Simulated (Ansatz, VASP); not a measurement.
## Two plane-wave programs on TiTe

File INCAR:

```
PREC = Accurate ; ENCUT = 520
EDIFF = 1E-7 ; ISMEAR = -1
SIGMA = 0.05 ; LREAL = False
LASPH = True ; NELM = 100
ALGO = Normal ; ISIF = 2
LWAVE = False ; LCHARG = False
GGA = PS ; NBANDS = 26
```

Contents of KPOINTS:

```
regular mesh
0
Gamma
  11 11 6
```

Contents of POSCAR:

```
TiTe
1.0
    3.6115020722      0.0000000000      0.0000000000
   -1.8057510361      3.1276525403      0.0000000000
    0.0000000000      0.0000000000      7.2195243390
Ti Te
2 2
Direct
    0.0000000000      0.0000000000      0.0000000000
    0.0000000000      0.0000000000      0.5000000000
    0.3333333333      0.6666666667      0.2500000000
    0.6666666667      0.3333333333      0.7500000000
```

Input for Ansatz:

```yaml
crystal:
  lattice:
    - [3.6115020722, 0.0, 0.0]
    - [-1.8057510361, 3.1276525403, 0.0]
    - [0.0, 0.0, 7.219524339]
  atoms:
    - { symbol: Ti, position: [0.0, 0.0, 0.0] }
    - { symbol: Ti, position: [0.0, 0.0, 0.5] }
    - { symbol: Te, position: [0.3333333333, 0.6666666667, 0.25] }
    - { symbol: Te, position: [0.6666666667, 0.3333333333, 0.75] }
kpoints:
  mp_grid: { grid: [11, 11, 6] }
scf:
  occupations: { method: fermi_dirac, width: 0.05 }
hamiltonian:
  xc: pbesol
  pseudopotentials: { kind: paw }
output:
  forces: true
  stress: true
  eigenvalues: true
  populations: true
```

Alike in both runs: task single point; functional PBEsol; k mesh 11 × 11 × 6; occupations fermi-dirac, width 0.05 eV; no spin polarisation.

```csv
,VASP,Ansatz
version,VASP 6.6.1,Ansatz 0.2.0
potentials or method,"VASP PAW PBE potentials, release 64 (Ti_sv, Te)","PAW with Ansatz's default frozen-core files, scalar-relativistic"
plane-wave cutoff (eV),520,420
valence electrons in the cell,36,56
```

Ansatz gave:

- pressure (GPa): 0.0

What did VASP give for the same quantities?

Pressure (GPa): 0.1.

VASP's potentials were made for PBE, not for PBEsol. The functional is the same, so the differences come from potentials, cutoffs and numerics. VASP's potentials hold 36 valence electrons a cell and Ansatz's 56, so a difference there can come from the potentials and not from the codes.

Spin-orbit coupling is off throughout.
